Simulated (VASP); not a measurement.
# Si8C7 (P1) in VASP: single point with HSE06

Aim: the single point of Si8C7 with HSE06.

Everything below comes from runs of VASP 6.6.1. Logs are shortened: lines on timing, memory, paths and dates and some standing lists are left out, and cuts for length are marked.

## (1) The cell of the first run

The typed cell holds 15 atoms: a = 8.737 Å, b = 4.369 Å, c = 4.369 Å, α = 90.00°, β = 90.00°, γ = 90.00°.

## (2) Single point, HSE06

POSCAR reads:

```
Si8C7
1.0
    8.7374400000      0.0000000000      0.0000000000
    0.0000000000      4.3687200000      0.0000000000
    0.0000000000      0.0000000000      4.3687200000
Si C
8 7
Direct
    0.9964900000      0.9993630000      0.0008910000
    0.9988430000      0.4881940000      0.4965050000
    0.2499520000      0.9946280000      0.4980240000
    0.2530460000      0.4973580000      0.0076300000
    0.5023850000      0.9974070000      0.9970470000
    0.4973940000      0.4971350000      0.5118960000
    0.7495520000      0.0039280000      0.5095640000
    0.7462830000      0.5050890000      0.9964950000
    0.1209200000      0.2577900000      0.2438020000
    0.1191340000      0.7410290000      0.7550760000
    0.3708200000      0.2530710000      0.7592030000
    0.3792360000      0.7397620000      0.2435500000
    0.6322070000      0.2582740000      0.2421450000
    0.8717790000      0.2413630000      0.7556510000
    0.8775900000      0.7446340000      0.2550440000
```

INCAR.step1 reads:

```
SYSTEM = Si8C7
  PREC = Accurate
  ENCUT = 520
  EDIFF = 1E-5
  ISMEAR = 0
  SIGMA = 0.01
  LREAL = .False.
  LASPH = .True.
  NELM = 120
  ALGO = Normal
  ISIF = 2
  LWAVE = .True.
  NBANDS = 43
  GGA = PE
  GGA_COMPAT = .False.
```

INCAR.step2 reads:

```
SYSTEM = Si8C7
  PREC = Accurate
  ENCUT = 520
  EDIFF = 1E-6
  ISMEAR = 0
  SIGMA = 0.01
  LREAL = .False.
  LASPH = .True.
  NELM = 120
  ALGO = Normal
  ISIF = 2
  LWAVE = .False.
  LCHARG = .True.
  GGA = PE
  LHFCALC = .True.
  HFSCREEN = 0.2079
  PRECFOCK = Fast
  LELF = .True.
  LVHAR = .True.
  NBANDS = 43
  ISTART = 1
  GGA_COMPAT = .False.
```

KPOINTS reads:

```
regular mesh
0
Gamma
  1 1 1
  0 0 0
```

Potentials or basis: VASP PAW PBE potentials, release 64 (Si, C).

Started as:

```sh
> cat potpaw_PBE.64/Si/POTCAR potpaw_PBE.64/C/POTCAR > POTCAR
> cp INCAR.step1 INCAR
> mpirun -np 1 vasp_gam > vasp.out
> cp INCAR.step2 INCAR
> mpirun -np 1 vasp_gam > vasp.out
```

OUTCAR:

```text
SYSTEM = Si8C7
   PREC = Accurate
   ENCUT = 520
   EDIFF = 1E-6
   ISMEAR = 0
   LREAL = .False.
   LASPH = .True.
   NELM = 120
   ISIF = 2
   GGA = PE
   LHFCALC = .True.
   HFSCREEN = 0.2079
   PRECFOCK = Fast
   ISTART = 1

 ion  position               nearest neighbor table
   1  0.996  0.999  0.001-  14 1.86  15 1.88  10 1.89   9 1.89   2 3.04   7 3.04   2 3.07   8 3.07
                             7 3.10   3 3.10   8 3.11   2 3.11   3 3.12   4 3.12   4 3.14   2 3.14
   2  0.999  0.488  0.497-   9 1.84  15 1.87  10 1.90  14 1.92   7 3.04   1 3.04   1 3.07   3 3.08
                             4 3.08   8 3.11   8 3.11   1 3.11   3 3.12   7 3.13   1 3.14
   3  0.250  0.995  0.498-  11 1.92  12 1.94  10 1.95   9 1.96   4 3.05   6 3.07   4 3.07   2 3.08
                             6 3.08   5 3.10   1 3.10   5 3.11   4 3.11   2 3.12   1 3.12   4 3.13
   4  0.253  0.497  0.008-  11 1.84  12 1.84   9 1.87  10 1.93   6 3.04   3 3.05   6 3.07   3 3.07
                             2 3.08   5 3.09   5 3.09   3 3.11   1 3.12   3 3.13   1 3.14
   5  0.502  0.997  0.997-  12 1.89  11 1.91  13 1.93   8 3.03   7 3.03   6 3.04   6 3.04   8 3.08
                             4 3.09   4 3.09   3 3.10   3 3.11   7 3.11   6 3.13   6 3.14
   6  0.497  0.497  0.512-  11 1.88  12 1.89  13 1.97   8 3.04   4 3.04   5 3.04   5 3.04   3 3.07
                             4 3.07   7 3.08   3 3.08   7 3.12   8 3.13   5 3.13   5 3.14
   7  0.750  0.004  0.510-  14 1.84  13 1.91  15 1.94   5 3.03   2 3.04   1 3.04   8 3.05   8 3.05
                             6 3.08   1 3.10   5 3.11   6 3.12   8 3.13   8 3.13   2 3.13
   8  0.746  0.505  0.996-  13 1.82  14 1.91  15 1.92   5 3.03   6 3.04   7 3.05   7 3.05   1 3.07
                             5 3.08   2 3.11   2 3.11   1 3.11   7 3.13   6 3.13   7 3.13
   9  0.121  0.258  0.244-   2 1.84   4 1.87   1 1.89   3 1.96
  10  0.119  0.741  0.755-   1 1.89   2 1.90   4 1.93   3 1.95
  11  0.371  0.253  0.759-   4 1.84   6 1.88   5 1.91   3 1.92
  12  0.379  0.740  0.244-   4 1.84   6 1.89   5 1.89   3 1.94
  13  0.632  0.258  0.242-   8 1.82   7 1.91   5 1.93   6 1.97
  14  0.872  0.241  0.756-   7 1.84   1 1.86   8 1.91   2 1.92
  15  0.878  0.745  0.255-   2 1.87   1 1.88   8 1.92   7 1.94

  LATTYP: Found a simple tetragonal cell.
 ALAT       =     4.3687200000
 C/A-ratio  =     2.0000000000

  Lattice vectors:

 A1 = (   0.0000000000,   4.3687200000,   0.0000000000)
 A2 = (   0.0000000000,   0.0000000000,   4.3687200000)
 A3 = (   8.7374400000,   0.0000000000,   0.0000000000)

Analysis of symmetry for initial positions (statically):
=====================================================================
 Subroutine PRICEL returns:
 Original cell was already a primitive cell.

 Routine SETGRP: Setting up the symmetry group for a
 simple tetragonal supercell.

 Subroutine GETGRP returns: Found  1 space group operations
 (whereof  1 operations were pure point group operations)
 out of a pool of 16 trial point group operations.

The static configuration has the point symmetry C_1 .

Analysis of symmetry for dynamics (positions and initial velocities):
=====================================================================
 Subroutine PRICEL returns:
 Original cell was already a primitive cell.

 Routine SETGRP: Setting up the symmetry group for a
 simple tetragonal supercell.

 Subroutine GETGRP returns: Found  1 space group operations
 (whereof  1 operations were pure point group operations)
 out of a pool of 16 trial point group operations.

The dynamic configuration has the point symmetry C_1 .

 Subroutine INISYM returns: Found  1 space group operations
 (whereof  1 operations are pure point group operations),
 and found     1 'primitive' translations

----------------------------------------------------------------------------------------

                                     Primitive cell

  volume of cell :     166.7603

  direct lattice vectors                    reciprocal lattice vectors
     8.737440000  0.000000000  0.000000000     0.114449999  0.000000000  0.000000000
     0.000000000  4.368720000  0.000000000     0.000000000  0.228899998  0.000000000
     0.000000000  0.000000000  4.368720000     0.000000000  0.000000000  0.228899998

  length of vectors
     8.737440000  4.368720000  4.368720000     0.114449999  0.228899998  0.228899998

  position of ions in fractional coordinates (direct lattice)
     0.996490000  0.999363000  0.000891000
     0.998843000  0.488194000  0.496505000
     0.249952000  0.994628000  0.498024000
     0.253046000  0.497358000  0.007630000
     0.502385000  0.997407000  0.997047000
     0.497394000  0.497135000  0.511896000
     0.749552000  0.003928000  0.509564000
     0.746283000  0.505089000  0.996495000
     0.120920000  0.257790000  0.243802000
     0.119134000  0.741029000  0.755076000
     0.370820000  0.253071000  0.759203000
     0.379236000  0.739762000  0.243550000
     0.632207000  0.258274000  0.242145000
     0.871779000  0.241363000  0.755651000
     0.877590000  0.744634000  0.255044000

  ion indices of the primitive-cell ions
   primitive index   ion index
                 1           1
                 2           2
                 3           3
                 4           4
                 5           5
                 6           6
                 7           7
                 8           8
                 9           9
                10          10
                11          11
                12          12
                13          13
                14          14
                15          15

----------------------------------------------------------------------------------------

 KPOINTS: regular mesh

Automatic generation of k-mesh.
 Grid dimensions read from file:
 generate k-points for:    1    1    1

 Generating k-lattice:

  Cartesian coordinates                     Fractional coordinates (reciprocal lattice)
     0.114449999  0.000000000  0.000000000     1.000000000  0.000000000  0.000000000
     0.000000000  0.228899998  0.000000000     0.000000000  1.000000000  0.000000000
     0.000000000  0.000000000  0.228899998     0.000000000  0.000000000  1.000000000

  Length of vectors
     0.114449999  0.228899998  0.228899998

  Shift w.r.t. Gamma in fractional coordinates (k-lattice)
     0.000000000  0.000000000  0.000000000

 Subroutine IBZKPT returns following result:
 ===========================================

 Found      1 irreducible k-points:

 Following reciprocal coordinates:
            Coordinates               Weight
  0.000000  0.000000  0.000000      1.000000
   k-points           NKPTS =      1   k-points in BZ     NKDIM =      1   number of bands    NBANDS=     43
   number of dos      NEDOS =    301   number of ions     NIONS =     15
   total plane-waves  NPLWV =  71680
   dimension x,y,z NGX =    70 NGY =   32 NGZ =   32
   dimension x,y,z NGXF=   140 NGYF=   64 NGZF=   64
   ions per type =               8   7
   NGX,Y,Z   is equivalent  to a cutoff of  13.32, 12.18, 12.18 a.u.
   NGXF,Y,Z  is equivalent  to a cutoff of  26.64, 24.35, 24.35 a.u.
 SYSTEM =  Si8C7
   PREC   = accura    normal or accurate (medium, high low for compatibility)
   ISTART =      1    job   : 0-new  1-cont  2-samecut
   ICHARG =      0    charge: 1-file 2-atom 10-const
   ISPIN  =      1    spin polarized calculation?
   LNONCOLLINEAR =      F non collinear calculations
   LSORBIT =      F    spin-orbit coupling
   LASPH  =      T    aspherical Exc in radial PAW
   ENCUT  =  520.0 eV  38.22 Ry    6.18 a.u.  16.25  8.12  8.12*2*pi/ulx,y,z
   NELM   =    120;   NELMIN=  2; NELMDL=  0     # of ELM steps
   EDIFF  = 0.1E-05   stopping-criterion for ELM
   LREAL  =      F    real-space projection
   EDIFFG = 0.1E-04   stopping-criterion for IOM
   NSW    =      0    number of steps for IOM
   IBRION =     -1    ionic relax: 0-MD 1-quasi-New 2-CG
   NFREE  =      0    steps in history (QN), initial steepest desc. (CG)
   ISIF   =      2    stress and relaxation
   ISYM   =      3    0-nonsym 1-usesym 2-fastsym
   POTIM  = 0.5000    time-step for ionic-motion
   TEBEG  =    0.0;   TEEND  =   0.0 temperature during run
   PSTRESS=    0.0 pullay stress
   NELECT =      60.0000    total number of electrons
   NUPDOWN=      -1.0000    fix difference up-down
   EMIN   =  10.00;   EMAX   =-10.00  energy-range for DOS
   EFERMI =   0.00;   METHOD = LEGACY
   ISMEAR =     0;   SIGMA  =   0.01  broadening in eV -4-tet -1-fermi 0-gaus
   EFERMI_NEDOS =   21; number of points for ismear=-14 and -15
   IALGO  =     38    algorithm
   IMIX   =      1    mixing-type and parameters
     AMIX     =   0.40;   BMIX     =  1.00
     AMIX_MAG =   1.60;   BMIX_MAG =  1.00
  volume/ion in A,a.u.               =      11.12        75.02
  Fermi-wavevector in a.u.,A,eV,Ry     =   1.164379  2.200357 18.446486  1.355779
  Thomas-Fermi vector in A             =   2.300918
   LORBIT       =      0    0 simple, 1 ext, 2 COOP (PROOUT), +10 PAW based schemes
   GGA     = PE    functional components
   LHFCALC =     T    Hartree Fock is set to
   PRECFOCK=fast      Normal, Fast or Accurate (Low or Medium for compatibility)
   ENCUT4O =  -1.0   cutoff for four orbital integrals eV
   NKREDX  =     1    reduce k-point grid by
   NKREDY  =     1    reduce k-point grid by
   NKREDZ  =     1    reduce k-point grid by
   AEXX    =    0.2500 exact exchange contribution
   HFSCREEN=    0.2079 screening length (either q_TF or 0.3 A-1)
   HFSCREENC=   0.2079 screening length for correlation (either q_TF or 0.3 A-1)
   ENCUTFOCK=  -1.0 apply spherical cutoff to Coloumb kernel
   IVDW    =     0    specifies the selected vdW correction
   LEPSILON=     F    determine dielectric tensor
   LRPA    =     F    only Hartree local field effects (RPA)
 non-spin polarized calculation
 Gauss-broadening in eV      SIGMA  =   0.01
  energy-cutoff  :      520.00
  volume of cell :      166.76
 maximum number of plane-waves:      2223
 NGX is ok and might be reduce to    70
  NGX = 36; NGY = 18; NGZ = 18

 number of electron      59.9999994 magnetization

 Free energy of the ion-electron system (eV)
  ---------------------------------------------------
  ext. energy  EPLUGINS =         0.00000000
  ---------------------------------------------------
  free energy    TOTEN  =      -119.48635588 eV

  energy without entropy =     -119.48635588  energy(sigma->0) =     -119.48635588

 E-fermi :   8.8906     XC(G=0):  -9.1863

 val. band max:        8.8343367120   @ k =   0.0000   0.0000   0.0000
 cond. band min:       9.3417538639   @ k =   0.0000   0.0000   0.0000
 fundamental gap:      0.5074171519
 Fermi energy:         8.8906016168

 k-point     1 :       0.0000    0.0000    0.0000
  band No.  band energies     occupation
      1      -9.5421      2.00000
      2      -8.0945      2.00000
      3      -7.5996      2.00000
      4      -4.6637      2.00000
      5      -4.5479      2.00000
      6      -4.2126      2.00000
[... 34 lines left out ...]
     41      13.5135      0.00000
     42      14.4446      0.00000
 [bands above 42 left out]

------------------------ aborting loop because EDIFF is reached ----------------------------------------

  FORCE on cell =-STRESS in cart. coord.  units (eV):
  Direction    XX          YY          ZZ          XY          YZ          ZX
  --------------------------------------------------------------------------------------
  -------------------------------------------------------------------------------------
  Total      -27.5759547     11.5161093      7.8711925      2.6775196     -0.7300618      0.8776705
  in kB     -264.9405975    110.6429468     75.6237989     25.7247171     -7.0141913      8.4323662
  external PRESSURE =     -26.2246173 kB  Pullay stress =       0.0000000 kB

 VOLUME and BASIS-vectors are now :
 -----------------------------------------------------------------------------
  energy-cutoff  :      520.00
  volume of cell :      166.76
      direct lattice vectors                 reciprocal lattice vectors
     8.737440000  0.000000000  0.000000000     0.114449999  0.000000000  0.000000000
     0.000000000  4.368720000  0.000000000     0.000000000  0.228899998  0.000000000
     0.000000000  0.000000000  4.368720000     0.000000000  0.000000000  0.228899998

 POSITION                                       TOTAL-FORCE (eV/Angst)
 -----------------------------------------------------------------------------------
      8.70677      4.36594      0.00389         2.024426     -0.397661      1.010203
      8.72733      2.13278      2.16909         1.461566      0.787184      0.100642
      2.18394      4.34525      2.17573        -1.980392      0.352763     -0.177318
      2.21097      2.17282      0.03333        -2.576462      0.149755     -0.258953
      4.38956      4.35739      4.35582        -1.564965      0.595138      0.561448
      4.34595      2.17184      2.23633        -1.679918     -0.761650     -0.702889
      6.54917      0.01716      2.22614         2.013258     -0.714322     -1.640558
      6.52060      2.20659      4.35341         2.652834      0.700861      0.613511
      1.05653      1.12621      1.06510         0.809067     -1.294486      0.445429
      1.04093      3.23735      3.29872         0.504532      0.194462     -0.310542
      3.24002      1.10560      3.31675        -0.120477     -1.125992     -0.897308
      3.31355      3.23181      1.06400         2.088269      0.907409      0.715105
      5.52387      1.12833      1.05786        -1.696662     -0.866588      0.637409
      7.61712      1.05445      3.30123        -2.228919      0.960560     -0.288440
      7.66789      3.25310      1.11422         0.293844      0.512567      0.192262
 -----------------------------------------------------------------------------------
    total drift:                               -0.003922     -0.000815      0.000112

  FREE ENERGIE OF THE ION-ELECTRON SYSTEM (eV)
  ---------------------------------------------------
  free  energy   TOTEN  =      -119.4863558817 eV

  energy  without entropy=     -119.4863558817  energy(sigma->0) =     -119.48635588
```

Run time: 1.9 min. Hardware: 1 thread of Intel Xeon Platinum 8488C (Sapphire Rapids), shared host; peak memory 0.33 GiB.

Results:

| Property | Result |
| --- | --- |
| Free energy | -119.4864 eV |
| Pressure | -2.6 GPa |
| Largest force | 2.812 eV/Å |

Forces in eV/Å, atoms in the order of the input:
```
Si   2.024 -0.398  1.010
Si   1.462  0.787  0.101
Si  -1.980  0.353 -0.177
Si  -2.576  0.150 -0.259
Si  -1.565  0.595  0.561
Si  -1.680 -0.762 -0.703
Si   2.013 -0.714 -1.641
Si   2.653  0.701  0.614
C    0.809 -1.294  0.445
C    0.505  0.194 -0.311
C   -0.120 -1.126 -0.897
C    2.088  0.907  0.715
C   -1.697 -0.867  0.637
C   -2.229  0.961 -0.288
C    0.294  0.513  0.192
```

Stress tensor (GPa, compression positive):
```
-26.49   2.57   0.84
  2.57  11.06  -0.70
  0.84  -0.70   7.56
```

Caveat: the k points lie up to 1.44 Å⁻¹ apart; the PAW data sets were made with another functional, which shifts forces and pressure a little.
